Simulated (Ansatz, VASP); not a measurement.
Ni in VASP and in Ansatz

```xyz
1
Lattice="0.0000 1.7021 1.7021 1.7021 0.0000 1.7021 1.7021 1.7021 0.0000" Properties=species:S:1:pos:R:3 pbc="T T T"
Ni    0.0000    0.0000    0.0000
```

Alike in both runs: task single point; functional LDA; k mesh 13 × 13 × 13; occupations fermi-dirac, width 0.05 eV; collinear spin.

|  | VASP | Ansatz |
| --- | --- | --- |
| version | VASP 6.6.1 | Ansatz 0.2.0 |
| potentials or method | VASP PAW LDA potentials, release 64 (Ni) | Ansatz PAW |
| plane-wave cutoff (eV) | 520 | 420 |
| valence electrons in the cell | 10 | 18 |

Ansatz gave:

- gap on the k mesh at the Fermi level (eV): none
- pressure (GPa): 4.7
- net moment per atom (μB): 0.62
- size of the moment on the site where the two differ most (μB): 0.64

Q: Estimate VASP's values.

A: gap on the k mesh at the Fermi level (eV): none; pressure (GPa): 4.5; net moment per atom (μB): 0.61; size of the moment on the site where the two differ most (μB): 0.61.

LDA's correlation is that of Perdew and Zunger in VASP and of Perdew and Wang (1992) in Ansatz. Site moments also hang on the region over which each program counts them. A gap of «none» marks a metal or a gap that the smearing closes. VASP's potentials hold 10 valence electrons a cell and Ansatz's 18, so a difference there can come from the potentials and not from the codes.
